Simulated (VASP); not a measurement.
# CdTe (F-43m) in VASP: a series of runs, part 2 of 2

VASP 6.6.1. The steps go on from the part before.

### 3 Single point, PBE

This run uses another cell than the first one, of 32.92 Å³/atom.

File INCAR:

```
PREC = Accurate ; ENCUT = 520
EDIFF = 1E-6 ; ISMEAR = 0
SIGMA = 0.013000000000000001 ; LREAL = F
LASPH = T ; NELM = 80
ALGO = Normal ; ISIF = 2
LWAVE = F ; LCHARG = F
GGA = PE ; NBANDS = 16
```

File KPOINTS:

```
regular mesh
0
Gamma
  7 7 7
```

File POSCAR:

```
CdTe
1.0
    0.0000000000      3.2050000000      3.2050000000
    3.2050000000      0.0000000000      3.2050000000
    3.2050000000      3.2050000000      0.0000000000
Te Cd
1 1
Direct
    0.7500000000      0.7500000000      0.7500000000
    0.0000000000      0.0000000000      0.0000000000
```

Potentials or basis: VASP PAW PBE potentials, release 64 (Te, Cd).

Run with:

```
cat potpaw_PBE.64/Te/POTCAR potpaw_PBE.64/Cd/POTCAR > POTCAR
mpirun -np 1 vasp_std > vasp.out
```

OUTCAR:

```text
PREC = Accurate
   ENCUT = 520
   EDIFF = 1E-6
   ISMEAR = 0
   LREAL = F
   LASPH = T
   NELM = 80
   ISIF = 2
   GGA = PE

 ion  position               nearest neighbor table
   1  0.750  0.750  0.750-   2 2.78   2 2.78   2 2.78   2 2.78
   2  0.000  0.000  0.000-   1 2.78   1 2.78   1 2.78   1 2.78

  LATTYP: Found a face centered cubic cell.
 ALAT       =     6.4100000000

  Lattice vectors:

 A1 = (   0.0000000000,   3.2050000000,   3.2050000000)
 A2 = (   3.2050000000,   0.0000000000,   3.2050000000)
 A3 = (   3.2050000000,   3.2050000000,   0.0000000000)

Analysis of symmetry for initial positions (statically):
=====================================================================
 Subroutine PRICEL returns:
 Original cell was already a primitive cell.

 Routine SETGRP: Setting up the symmetry group for a
 face centered cubic supercell.

 Subroutine GETGRP returns: Found 24 space group operations
 (whereof 24 operations were pure point group operations)
 out of a pool of 48 trial point group operations.

The static configuration has the point symmetry T_d .

Analysis of symmetry for dynamics (positions and initial velocities):
[... 154 lines left out ...]

 E-fermi :   2.7553     XC(G=0):  -8.7320

 val. band max:        2.6549401974   @ k =   0.0000   0.0000   0.0000
 cond. band min:       3.5280153606   @ k =   0.0000   0.0000   0.0000
 fundamental gap:      0.8730751632
 Fermi energy:         2.7552955765

 k-point     1 :       0.0000    0.0000    0.0000
  band No.  band energies     occupation
      1      -8.7136      2.00000
      2      -5.7519      2.00000
      3      -5.7519      2.00000
      4      -5.7519      2.00000
      5      -5.4661      2.00000
      6      -5.4661      2.00000
[... 357 lines left out ...]
      3      -5.6105      2.00000
      4      -5.5011      2.00000
      5      -5.4631      2.00000
      6      -4.8684      2.00000
[... 8 lines left out ...]
     15      12.9031      0.00000
     16      14.8133      0.00000

------------------------ aborting loop because EDIFF is reached ----------------------------------------

  FORCE on cell =-STRESS in cart. coord.  units (eV):
  Direction    XX          YY          ZZ          XY          YZ          ZX
  --------------------------------------------------------------------------------------
  -------------------------------------------------------------------------------------
  Total        1.8078870      1.8078870      1.8078870      0.0000000     -0.0000000      0.0000000
  in kB       43.9913991     43.9913991     43.9913991      0.0000000     -0.0000000      0.0000000
  external PRESSURE =      43.9913991 kB  Pullay stress =       0.0000000 kB

 VOLUME and BASIS-vectors are now :
 -----------------------------------------------------------------------------
  energy-cutoff  :      520.00
  volume of cell :       65.84
      direct lattice vectors                 reciprocal lattice vectors
     0.000000000  3.205000000  3.205000000    -0.156006240  0.156006240  0.156006240
     3.205000000  0.000000000  3.205000000     0.156006240 -0.156006240  0.156006240
     3.205000000  3.205000000  0.000000000     0.156006240  0.156006240 -0.156006240

 POSITION                                       TOTAL-FORCE (eV/Angst)
 -----------------------------------------------------------------------------------
      4.80750      4.80750      4.80750        -0.000000      0.000000     -0.000000
      0.00000      0.00000      0.00000         0.000000     -0.000000      0.000000
 -----------------------------------------------------------------------------------
    total drift:                                0.000000      0.000000      0.000000

  FREE ENERGIE OF THE ION-ELECTRON SYSTEM (eV)
  ---------------------------------------------------
  free  energy   TOTEN  =        -4.7252517106 eV

  energy  without entropy=       -4.7252517106  energy(sigma->0) =       -4.72525171
```

OSZICAR:

```text
N       E                     dE             d eps       ncg     rms          rms(c)
DAV:   1     0.101388635229E+03    0.10139E+03   -0.82818E+03   640   0.978E+02
DAV:   2    -0.120705886981E+01   -0.10260E+03   -0.97282E+02   760   0.238E+02
DAV:   3    -0.491755819187E+01   -0.37105E+01   -0.37042E+01   792   0.471E+01
DAV:   4    -0.495332668701E+01   -0.35768E-01   -0.35766E-01   952   0.395E+00
DAV:   5    -0.495340755718E+01   -0.80870E-04   -0.80870E-04   840   0.184E-01    0.603E+00
DAV:   6    -0.473989901456E+01    0.21351E+00   -0.36822E-01   744   0.754E+00    0.485E+00
DAV:   7    -0.472403009874E+01    0.15869E-01   -0.11294E-01   760   0.220E+00    0.180E+00
DAV:   8    -0.472485585252E+01   -0.82575E-03   -0.11478E-02   720   0.124E+00    0.495E-01
DAV:   9    -0.472515873712E+01   -0.30288E-03   -0.95537E-04   800   0.336E-01    0.120E-01
DAV:  10    -0.472521566619E+01   -0.56929E-04   -0.11368E-04   808   0.102E-01    0.563E-02
DAV:  11    -0.472525269057E+01   -0.37024E-04   -0.71835E-05   712   0.591E-02    0.336E-02
DAV:  12    -0.472525171057E+01    0.98000E-06   -0.29635E-06   760   0.160E-02
   1 F= -.47252517E+01 E0= -.47252517E+01  d E =-.843871E-30
```

Run time: 23 s. Hardware: 1 thread of Intel Xeon 8259CL, shared host; peak memory 0.22 GiB.

What came out:

| Item | Value |
| --- | --- |
| Free energy | -4.7253 eV |
| Pressure | 4.4 GPa |
| Band gap on the k mesh | 0.87 eV |

Levels at points of the mesh, in eV from the valence-band top:
```tsv
k point	band 6	band 7	band 8	band 9	band 10	band 11	band 12	band 13
(0.00, 0.00, 0.00)	-8.12	0.00	0.00	0.00	0.87	4.58	4.58	4.58
```

Caveat: the cell stands under pressure; spin-orbit coupling is left out, which moves the levels of the heavy elements.

### 4 Single point, PBE

This run uses another cell than the first one, of 32.92 Å³/atom.

File INCAR:

```
SYSTEM = CdTe
  ALGO = Normal
  EDIFF = 1E-6
  ENCUT = 520
  GGA = PE
  ISIF = 2
  ISMEAR = 0
  LASPH = .TRUE.
  LCHARG = .TRUE.
  LELF = .TRUE.
  LREAL = .FALSE.
  LVHAR = .TRUE.
  LWAVE = .FALSE.
  NBANDS = 16
  NELM = 60
  PREC = Accurate
  SIGMA = 0.014
```

File KPOINTS:

```
k-points
0
G
  7 7 7
  0 0 0
```

POSCAR is that of step 3.

Potentials or basis: VASP PAW PBE potentials, release 64 (Te, Cd).

Run with:

```
cat potpaw_PBE.64/Te/POTCAR potpaw_PBE.64/Cd/POTCAR > POTCAR
mpirun -np 1 vasp_std > vasp.out
```

OUTCAR:

```text
SYSTEM = CdTe
   EDIFF = 1E-6
   ENCUT = 520
   GGA = PE
   ISIF = 2
   ISMEAR = 0
   LASPH = .TRUE.
   LREAL = .FALSE.
   NELM = 60
   PREC = Accurate

 ion  position               nearest neighbor table
   1  0.750  0.750  0.750-   2 2.78   2 2.78   2 2.78   2 2.78
   2  0.000  0.000  0.000-   1 2.78   1 2.78   1 2.78   1 2.78

  LATTYP: Found a face centered cubic cell.
 ALAT       =     6.4100000000

  Lattice vectors:

 A1 = (   0.0000000000,   3.2050000000,   3.2050000000)
[... 559 lines left out ...]

------------------------ aborting loop because EDIFF is reached ----------------------------------------

  FORCE on cell =-STRESS in cart. coord.  units (eV):
  Direction    XX          YY          ZZ          XY          YZ          ZX
  --------------------------------------------------------------------------------------
  -------------------------------------------------------------------------------------
  Total        1.8078870      1.8078870      1.8078870      0.0000000     -0.0000000      0.0000000
  in kB       43.9913991     43.9913991     43.9913991      0.0000000     -0.0000000      0.0000000
  external PRESSURE =      43.9913991 kB  Pullay stress =       0.0000000 kB

 VOLUME and BASIS-vectors are now :
 -----------------------------------------------------------------------------
  energy-cutoff  :      520.00
  volume of cell :       65.84
      direct lattice vectors                 reciprocal lattice vectors
     0.000000000  3.205000000  3.205000000    -0.156006240  0.156006240  0.156006240
     3.205000000  0.000000000  3.205000000     0.156006240 -0.156006240  0.156006240
     3.205000000  3.205000000  0.000000000     0.156006240  0.156006240 -0.156006240

 POSITION                                       TOTAL-FORCE (eV/Angst)
 -----------------------------------------------------------------------------------
      4.80750      4.80750      4.80750        -0.000000      0.000000     -0.000000
      0.00000      0.00000      0.00000         0.000000     -0.000000      0.000000
 -----------------------------------------------------------------------------------
    total drift:                                0.000000      0.000000      0.000000

  FREE ENERGIE OF THE ION-ELECTRON SYSTEM (eV)
  ---------------------------------------------------
  free  energy   TOTEN  =        -4.7252517106 eV

  energy  without entropy=       -4.7252517106  energy(sigma->0) =       -4.72525171
```

OSZICAR:

```text
N       E                     dE             d eps       ncg     rms          rms(c)
DAV:   1     0.101388597699E+03    0.10139E+03   -0.82818E+03   640   0.978E+02
DAV:   2    -0.120705886981E+01   -0.10260E+03   -0.97282E+02   760   0.238E+02
DAV:   3    -0.491755819187E+01   -0.37105E+01   -0.37042E+01   792   0.471E+01
DAV:   4    -0.495332668701E+01   -0.35768E-01   -0.35766E-01   952   0.395E+00
DAV:   5    -0.495340755718E+01   -0.80870E-04   -0.80870E-04   840   0.184E-01    0.603E+00
DAV:   6    -0.473989901456E+01    0.21351E+00   -0.36822E-01   744   0.754E+00    0.485E+00
DAV:   7    -0.472403009874E+01    0.15869E-01   -0.11294E-01   760   0.220E+00    0.180E+00
DAV:   8    -0.472485585252E+01   -0.82575E-03   -0.11478E-02   720   0.124E+00    0.495E-01
DAV:   9    -0.472515873712E+01   -0.30288E-03   -0.95537E-04   800   0.336E-01    0.120E-01
DAV:  10    -0.472521566619E+01   -0.56929E-04   -0.11368E-04   808   0.102E-01    0.563E-02
DAV:  11    -0.472525269057E+01   -0.37024E-04   -0.71835E-05   712   0.591E-02    0.336E-02
DAV:  12    -0.472525171057E+01    0.98000E-06   -0.29635E-06   760   0.160E-02
   1 F= -.47252517E+01 E0= -.47252517E+01  d E =-.333956E-26
```

stdout:

```text
POSCAR found type information on POSCAR TeCd
 POSCAR found :  2 types and       2 ions
 scaLAPACK will be used
 LDA part: xc-table for (Slater+PW92), standard interpolation
 POSCAR, INCAR and KPOINTS ok, starting setup
 FFT: planning ... GRIDC
 FFT: planning ... GRID_SOFT
 FFT: planning ... GRID
 WAVECAR not read
 entering main loop
```

Run time: 31 s. Hardware: 1 thread of Intel Xeon 8259CL, shared host; peak memory 0.21 GiB.

Results:

```yaml
Free_energy: -4.7253 eV
Pressure: 4.4 GPa
Band_gap_on_the_k_mesh: 0.87 eV
```

Levels at points of the mesh, in eV from the valence-band top:
```csv
k point,band 7,band 8,band 9,band 10,band 11,band 12
"(0.00, 0.00, 0.00)",0.00,0.00,0.00,0.87,4.58,4.58
```

Caveat: the cell stands under pressure; spin-orbit coupling is left out, which moves the levels of the heavy elements. Expect the measured gap to be larger: semilocal functionals such as PBE lack the derivative discontinuity.

### 5 Summary

| level | spin | cell | smearing | gap on the mesh (eV) | pressure (GPa) |
| --- | --- | --- | --- | --- | --- |
| PBEsol | non-collinear, zero start, SOC | a = 4.621 Å, angles 60.0°, 2 atoms | fermi-dirac 0.05 eV | - | -0.6 |
| PBE | off | a = 4.533 Å, angles 60.0°, 2 atoms | gaussian 0.013 eV | 0.87 | 4.4 |
| PBE | off | a = 4.533 Å, angles 60.0°, 2 atoms | gaussian 0.014 eV | 0.87 | 4.4 |

Alike in all rows: task single point; potentials or basis VASP PAW PBE potentials, release 64 (Te, Cd); k mesh 7 × 7 × 7; cutoff (eV) 520.

Caveats: the cell stands under pressure (at least some runs); spin-orbit coupling is left out, which moves the levels of the heavy elements (at least some runs); the PAW data sets were made with another functional, which shifts forces and pressure a little (at least some runs).

Total energies depend on the potentials used, so only differences within one code and one set of settings carry meaning.
